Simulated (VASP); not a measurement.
# Cr2Pd (P4_2/nmc) in VASP: single point with PBE

Aim: the single point of Cr2Pd with PBE.

Program: VASP 6.6.1. These are calculated values, not measurements. Logs are shortened: lines on timing, memory, paths and dates and some standing lists are left out, and cuts for length are marked.

## (1) The cell of the first run

The structure is tetragonal, space group P4_2/nmc (No. 137). Conventional cell: a = 3.124 Å, b = 3.124 Å, c = 8.942 Å, α = 90.00°, β = 90.00°, γ = 90.00°. Within 3.0 Å of Cr (site symmetry 2mm) lie 4 Cr at 2.25 Å and 4 Pd at 2.55 to 2.91 Å. Within 3.4 Å of Pd (site symmetry -4m2) lie 8 Cr at 2.55 to 2.91 Å and 4 Pd at 3.12 Å.

## (2) Single point, PBE

Contents of INCAR:

```
SYSTEM = Cr2Pd
PREC = Accurate
ENCUT = 520
EDIFF = 1E-6
ISMEAR = 0
SIGMA = 0.1
LREAL = .FALSE.
LASPH = .TRUE.
NELM = 100
ALGO = Fast
ISIF = 2
LWAVE = .FALSE.
LCHARG = .FALSE.
GGA = PE
NBANDS = 43
```

Contents of KPOINTS:

```
Automatic mesh
0
G
  12 12 4
  0 0 0
```

Contents of POSCAR:

```
Cr2Pd
1.0
    3.1244615439      0.0000000000      0.0000000000
    0.0000000000      3.1244615439      0.0000000000
    0.0000000000      0.0000000000      8.9417107768
Cr Pd
4 2
Direct
    0.0000000000      0.5000000000      0.2254513901
    0.0000000000      0.5000000000      0.7254513901
    0.5000000000      0.0000000000      0.2745486099
    0.5000000000      0.0000000000      0.7745486099
    0.0000000000      0.0000000000      0.0000000000
    0.5000000000      0.5000000000      0.5000000000
```

Potentials or basis: VASP PAW PBE potentials, release 64 (Cr_pv, Pd).

Started as:

```
$ cat potpaw_PBE.64/Cr_pv/POTCAR potpaw_PBE.64/Pd/POTCAR > POTCAR
$ mpirun -np 1 vasp_std > vasp.out
```

OUTCAR:

```text
SYSTEM = Cr2Pd
   PREC = Accurate
   ENCUT = 520
   EDIFF = 1E-6
   ISMEAR = 0
   LREAL = .FALSE.
   LASPH = .TRUE.
   NELM = 100
   ISIF = 2
   GGA = PE

 ion  position               nearest neighbor table
   1  0.000  0.500  0.225-   3 2.25   3 2.25   3 2.25   3 2.25   5 2.55   5 2.55   6 2.91   6 2.91

   2  0.000  0.500  0.725-   4 2.25   4 2.25   4 2.25   4 2.25   6 2.55   6 2.55   5 2.91   5 2.91

   3  0.500  0.000  0.275-   1 2.25   1 2.25   1 2.25   1 2.25   6 2.55   6 2.55   5 2.91   5 2.91

   4  0.500  0.000  0.775-   2 2.25   2 2.25   2 2.25   2 2.25   5 2.55   5 2.55   6 2.91   6 2.91

   5  0.000  0.000  0.000-   1 2.55   4 2.55   1 2.55   4 2.55   3 2.91   2 2.91   3 2.91   2 2.91

   6  0.500  0.500  0.500-   2 2.55   3 2.55   3 2.55   2 2.55   1 2.91   4 2.91   1 2.91   4 2.91

  LATTYP: Found a simple tetragonal cell.
 ALAT       =     3.1244615439
 C/A-ratio  =     2.8618405607

  Lattice vectors:

 A1 = (   3.1244615439,   0.0000000000,   0.0000000000)
 A2 = (   0.0000000000,   3.1244615439,   0.0000000000)
 A3 = (   0.0000000000,   0.0000000000,   8.9417107768)

Analysis of symmetry for initial positions (statically):
=====================================================================
 Subroutine PRICEL returns:
 Original cell was already a primitive cell.

 Routine SETGRP: Setting up the symmetry group for a
 simple tetragonal supercell.

 Subroutine GETGRP returns: Found 16 space group operations
 (whereof  8 operations were pure point group operations)
 out of a pool of 16 trial point group operations.

The static configuration has the point symmetry D_2d.
 The point group associated with its full space group is D_4h.

Analysis of symmetry for dynamics (positions and initial velocities):
=====================================================================
 Subroutine PRICEL returns:
 Original cell was already a primitive cell.

 Routine SETGRP: Setting up the symmetry group for a
 simple tetragonal supercell.

 Subroutine GETGRP returns: Found 16 space group operations
 (whereof  8 operations were pure point group operations)
 out of a pool of 16 trial point group operations.

The dynamic configuration has the point symmetry D_2d.
 The point group associated with its full space group is D_4h.

 Subroutine INISYM returns: Found 16 space group operations
 (whereof  8 operations are pure point group operations),
 and found     1 'primitive' translations

----------------------------------------------------------------------------------------

                                     Primitive cell

  volume of cell :      87.2913

  direct lattice vectors                    reciprocal lattice vectors
     3.124461544  0.000000000  0.000000000     0.320055147  0.000000000  0.000000000
     0.000000000  3.124461544  0.000000000     0.000000000  0.320055147  0.000000000
     0.000000000  0.000000000  8.941710777     0.000000000  0.000000000  0.111835422

  length of vectors
     3.124461544  3.124461544  8.941710777     0.320055147  0.320055147  0.111835422

  position of ions in fractional coordinates (direct lattice)
     0.000000000  0.500000000  0.225451390
     0.000000000  0.500000000  0.725451390
     0.500000000  0.000000000  0.274548610
     0.500000000  0.000000000  0.774548610
     0.000000000  0.000000000  0.000000000
     0.500000000  0.500000000  0.500000000

  ion indices of the primitive-cell ions
   primitive index   ion index
                 1           1
                 2           2
                 3           3
                 4           4
                 5           5
                 6           6

----------------------------------------------------------------------------------------

 KPOINTS: Automatic mesh

Automatic generation of k-mesh.
 Grid dimensions read from file:
 generate k-points for:   12   12    4

 Generating k-lattice:

  Cartesian coordinates                     Fractional coordinates (reciprocal lattice)
     0.026671262  0.000000000  0.000000000     0.083333333  0.000000000  0.000000000
     0.000000000  0.026671262  0.000000000     0.000000000  0.083333333  0.000000000
     0.000000000  0.000000000  0.027958856     0.000000000  0.000000000  0.250000000

  Length of vectors
     0.026671262  0.026671262  0.027958856

  Shift w.r.t. Gamma in fractional coordinates (k-lattice)
     0.000000000  0.000000000  0.000000000

 Subroutine IBZKPT returns following result:
 ===========================================

 Found     84 irreducible k-points:

 Following reciprocal coordinates:
            Coordinates               Weight
  0.000000  0.000000  0.000000      1.000000
  0.083333  0.000000  0.000000      4.000000
  0.166667  0.000000  0.000000      4.000000
  0.250000  0.000000  0.000000      4.000000
  0.333333  0.000000  0.000000      4.000000
  0.416667  0.000000  0.000000      4.000000
[... 16 lines left out ...]
  0.333333  0.333333  0.000000      4.000000
  0.416667  0.333333  0.000000      8.000000
 [... further k-points ...]
   k-points           NKPTS =     84   k-points in BZ     NKDIM =     84   number of bands    NBANDS=     43
   number of dos      NEDOS =    301   number of ions     NIONS =      6
   total plane-waves  NPLWV =  40320
   dimension x,y,z NGX =    24 NGY =   24 NGZ =   70
   dimension x,y,z NGXF=    48 NGYF=   48 NGZF=  140
   ions per type =               4   2
   NGX,Y,Z   is equivalent  to a cutoff of  12.77, 12.77, 13.01 a.u.
   NGXF,Y,Z  is equivalent  to a cutoff of  25.54, 25.54, 26.03 a.u.
 SYSTEM =  Cr2Pd
   PREC   = accura    normal or accurate (medium, high low for compatibility)
   ISTART =      0    job   : 0-new  1-cont  2-samecut
   ICHARG =      2    charge: 1-file 2-atom 10-const
   ISPIN  =      1    spin polarized calculation?
   LNONCOLLINEAR =      F non collinear calculations
   LSORBIT =      F    spin-orbit coupling
   LASPH  =      T    aspherical Exc in radial PAW
   ENCUT  =  520.0 eV  38.22 Ry    6.18 a.u.   5.81  5.81 16.63*2*pi/ulx,y,z
   NELM   =    100;   NELMIN=  2; NELMDL= -5     # of ELM steps
   EDIFF  = 0.1E-05   stopping-criterion for ELM
   LREAL  =      F    real-space projection
   EDIFFG = 0.1E-04   stopping-criterion for IOM
   NSW    =      0    number of steps for IOM
   IBRION =     -1    ionic relax: 0-MD 1-quasi-New 2-CG
   NFREE  =      0    steps in history (QN), initial steepest desc. (CG)
   ISIF   =      2    stress and relaxation
   ISYM   =      2    0-nonsym 1-usesym 2-fastsym
   POTIM  = 0.5000    time-step for ionic-motion
   TEBEG  =    0.0;   TEEND  =   0.0 temperature during run
   PSTRESS=    0.0 pullay stress
   NELECT =      68.0000    total number of electrons
   NUPDOWN=      -1.0000    fix difference up-down
   EMIN   =  10.00;   EMAX   =-10.00  energy-range for DOS
   EFERMI =   0.00;   METHOD = LEGACY
   ISMEAR =     0;   SIGMA  =   0.10  broadening in eV -4-tet -1-fermi 0-gaus
   EFERMI_NEDOS =   21; number of points for ismear=-14 and -15
   IALGO  =     68    algorithm
   IMIX   =      4    mixing-type and parameters
     AMIX     =   0.40;   BMIX     =  1.00
     AMIX_MAG =   1.60;   BMIX_MAG =  1.00
  volume/ion in A,a.u.               =      14.55        98.18
  Fermi-wavevector in a.u.,A,eV,Ry     =   1.506332  2.846555 30.872125  2.269037
  Thomas-Fermi vector in A             =   2.617064
   LORBIT       =      0    0 simple, 1 ext, 2 COOP (PROOUT), +10 PAW based schemes
   GGA     = PE    functional components
   LHFCALC =     F    Hartree Fock is set to
   AEXX    =    0.0000 exact exchange contribution
   IVDW    =     0    specifies the selected vdW correction
   LEPSILON=     F    determine dielectric tensor
   LRPA    =     F    only Hartree local field effects (RPA)
 non-spin polarized calculation
 RMM-DIIS sequential band-by-band and
 Gauss-broadening in eV      SIGMA  =   0.10
  energy-cutoff  :      520.00
  volume of cell :       87.29
 maximum number of plane-waves:      2384
 NGX is ok and might be reduce to    24
   NGX = 11   NGY = 11   NGZ = 33

 number of electron      68.0000047 magnetization

 Free energy of the ion-electron system (eV)
  ---------------------------------------------------
  ext. energy  EPLUGINS =         0.00000000
  ---------------------------------------------------
  free energy    TOTEN  =       -44.78889248 eV

  energy without entropy =      -44.76849688  energy(sigma->0) =      -44.77869468

 E-fermi :   8.6324     XC(G=0): -12.4700

 val. band max:        8.6289941420   @ k =   0.2500   0.0833   0.0000
 cond. band min:       8.6480765150   @ k =   0.0833   0.0000   0.5000
 fundamental gap:      0.0190823730
 Fermi energy:         8.6323742137

 k-point     1 :       0.0000    0.0000    0.0000
  band No.  band energies     occupation
      1     -34.8326      2.00000
      2     -34.8326      2.00000
      3     -34.7809      2.00000
      4     -34.7809      2.00000
      5     -34.4149      2.00000
      6     -34.4097      2.00000
[... 35 lines left out ...]
     42      10.9274      0.00000
     43      11.2215      0.00000

 k-point     2 :       0.0833    0.0000    0.0000
  band No.  band energies     occupation
      1     -34.8247      2.00000
      2     -34.8145      2.00000
      3     -34.7736      2.00000
      4     -34.7627      2.00000
      5     -34.4040      2.00000
      6     -34.3991      2.00000
[... 35 lines left out ...]
     42      11.0900      0.00000
     43      11.1989      0.00000

 k-point     3 :       0.1667    0.0000    0.0000
  band No.  band energies     occupation
      1     -34.8002      2.00000
      2     -34.7613      2.00000
      3     -34.7507      2.00000
      4     -34.7094      2.00000
      5     -34.3729      2.00000
      6     -34.3681      2.00000
[... 35 lines left out ...]
     42      11.0446      0.00000
     43      11.1183      0.00000

 k-point     4 :       0.2500    0.0000    0.0000
  band No.  band energies     occupation
      1     -34.7575      2.00000
      2     -34.7107      2.00000
      3     -34.6763      2.00000
      4     -34.6241      2.00000
      5     -34.3258      2.00000
      6     -34.3192      2.00000
[... 863 lines left out ...]
     42      10.5540      0.00000
     43      11.4811      0.00000

 k-point    23 :       0.3333    0.3333    0.0000
  band No.  band energies     occupation
      1     -34.9744      2.00000
      2     -34.9731      2.00000
      3     -34.7392      2.00000
      4     -34.7379      2.00000
      5     -34.3580      2.00000
      6     -34.3573      2.00000
[... 35 lines left out ...]
     42      10.2496      0.00000
     43      10.8986      0.00000

 k-point    24 :       0.4167    0.3333    0.0000
  band No.  band energies     occupation
      1     -34.9779      2.00000
      2     -34.9760      2.00000
      3     -34.8556      2.00000
      4     -34.8536      2.00000
      5     -34.3270      2.00000
      6     -34.3260      2.00000
[... 35 lines left out ...]
     42      10.4654      0.00000
     43      10.7121      0.00000

 [... further k-points ...]
[... 5 lines left out ...]
  --------------------------------------------------------------------------------------
  -------------------------------------------------------------------------------------
  Total       -0.0141763     -0.0141763     -0.1103045      0.0000000     -0.0000000      0.0000000
  in kB       -0.2601980     -0.2601980     -2.0245701      0.0000000     -0.0000000      0.0000000
  external PRESSURE =      -0.8483220 kB  Pullay stress =       0.0000000 kB

 VOLUME and BASIS-vectors are now :
 -----------------------------------------------------------------------------
  energy-cutoff  :      520.00
  volume of cell :       87.29
      direct lattice vectors                 reciprocal lattice vectors
     3.124461544  0.000000000  0.000000000     0.320055147  0.000000000  0.000000000
     0.000000000  3.124461544  0.000000000     0.000000000  0.320055147  0.000000000
     0.000000000  0.000000000  8.941710777     0.000000000  0.000000000  0.111835422

 POSITION                                       TOTAL-FORCE (eV/Angst)
 -----------------------------------------------------------------------------------
      0.00000      1.56223      2.01592         0.000000     -0.000000     -0.008542
      0.00000      1.56223      6.48678        -0.000000      0.000000     -0.008542
      1.56223      0.00000      2.45493        -0.000000     -0.000000      0.008542
      1.56223      0.00000      6.92579         0.000000     -0.000000      0.008542
      0.00000      0.00000      0.00000        -0.000000     -0.000000     -0.000000
      1.56223      1.56223      4.47086        -0.000000      0.000000     -0.000000
 -----------------------------------------------------------------------------------
    total drift:                                0.000000      0.000000      0.000000

  FREE ENERGIE OF THE ION-ELECTRON SYSTEM (eV)
  ---------------------------------------------------
  free  energy   TOTEN  =       -44.7888924834 eV

  energy  without entropy=      -44.7684968761  energy(sigma->0) =      -44.77869468
```

It took 5.3 min on 1 thread of Intel Xeon Platinum 8259CL at 2.50GHz (Skylake/Cascade Lake), shared host; peak memory 0.37 GiB.

Results:

| Quantity | Value |
| --- | --- |
| Free energy | -44.7889 eV |
| Pressure | -0.1 GPa |
| Largest force | 0.009 eV/Å |
| Band gap on the k mesh | zero (band 34 reaches 9.57 eV, above the bottom of band 35 at 8.35 eV) |

Forces on the atoms (eV/Å):
```
Cr   0.000  0.000 -0.009
Cr   0.000  0.000 -0.009
Cr   0.000  0.000  0.009
Cr   0.000  0.000  0.009
Pd   0.000  0.000  0.000
Pd   0.000  0.000  0.000
```

Levels at points of the mesh, in eV from the Fermi level:
```
           k point  band 31  band 32  band 33  band 34  band 35  band 36  band 37  band 38
(0.00, 0.00, 0.00)    -1.01    -1.00    -1.00    -0.16     0.53     0.53     0.65     1.26
(0.50, 0.00, 0.00)    -0.85    -0.85    -0.47    -0.47     0.64     0.64     0.83     0.83
(0.50, 0.50, 0.00)    -0.49    -0.49     0.94     0.94     0.99     0.99     1.01     1.01
(0.00, 0.00, 0.50)    -0.71    -0.71    -0.41    -0.41    -0.03    -0.03     1.24     1.24
(0.50, 0.00, 0.50)    -0.75    -0.75    -0.36    -0.36     0.58     0.58     0.90     0.90
(0.50, 0.50, 0.50)     0.24     0.24     0.24     0.24     1.00     1.00     1.01     1.01
```
